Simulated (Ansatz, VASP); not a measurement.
**AlNi3: VASP beside Ansatz**

```xyz
4
Lattice="0.0000 2.8019 2.8019 2.8019 0.0000 2.8019 2.8019 2.8019 0.0000" Properties=species:S:1:pos:R:3 pbc="T T T"
Ni    4.2028    4.2028    4.2028
Ni    0.0000    0.0000    0.0000
Ni    1.4009    1.4009    1.4009
Al    2.8019    2.8019    2.8019
```

Alike in both runs: task single point; functional PBEsol; k mesh 7 × 7 × 7; occupations fermi-dirac, width 0.05 eV; collinear spin; fixed moment 1.5 μB.

|  | VASP | Ansatz |
| --- | --- | --- |
| version | VASP 6.6.1 | Ansatz 0.2.0 |
| potentials or method | VASP PAW PBE potentials, release 64 (Ni_sv_GW, Al) | Ansatz PAW |
| plane-wave cutoff (eV) | 590 | 420 |
| valence electrons in the cell | 57 | 57 |

Ansatz gave:

| Quantity | Value |
| --- | --- |
| pressure (GPa) | 1.3 |
| net moment per atom (μB) | 0.38 |

Task: What did VASP give for the same quantities?

Result: Pressure (GPa): -1.6; net moment per atom (μB): 0.38.

VASP's potentials were made for PBE, not for PBEsol.
